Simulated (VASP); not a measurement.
Crystal: Ga4S.

```
CELL_PARAMETERS angstrom
4.64042 0.00000 0.00000
0.00000 4.64042 0.00000
0.00000 0.00000 4.64042
ATOMIC_POSITIONS crystal
Ga 0.00000 0.00000 0.00000
Ga 0.50000 0.50000 0.00000
Ga 0.50000 0.00000 0.50000
Ga 0.00000 0.50000 0.50000
S 0.50000 0.50000 0.50000
```

| Property | Result |
| --- | --- |
| Program | VASP 6.6.1 |
| Task | relaxation of cell and atoms |
| Functional | PBE |
| Potentials or basis | VASP PAW PBE potentials, release 64 (Ga_d, S) |
| Cutoff | 600 eV |
| k mesh | 4 × 4 × 4 |
| Occupations | gaussian, width 0.1 eV |
| Spin | no spin polarisation |

At the start: pressure 8.3 GPa; volume 19.98 Å³/atom.

Problem. Where does the relaxation end?

Solution. Over 3 steps the energy falls by 76.4 meV/atom and the volume is 23.50 Å³/atom (+17.6 %); space group Pm-3m (No. 221, to 0.05 Å).

The path:
| step | energy change (eV) | largest force (eV/Å) | pressure (GPa) | volume (Å³) |
| --- | --- | --- | --- | --- |
| 1 | 0.0000 | 0.0000 | 8.30 | 99.92 |
| 2 | -0.3794 | 0.0000 | 0.50 | 115.65 |
| 3 | -0.3821 | 0.0000 | -0.02 | 117.50 |

Final structure:
```
Ga S
1.0
     4.89787    0.00000    0.00000
     0.00000    4.89787    0.00000
     0.00000    0.00000    4.89787
Ga S
4 1
Cartesian
  0.0000 0.0000 0.0000
  2.4489 2.4489 0.0000
  2.4489 0.0000 2.4489
  0.0000 2.4489 2.4489
  2.4489 2.4489 2.4489
```

Caveat: the volume moved by over 15 % at a fixed basis, so the end points are rough.
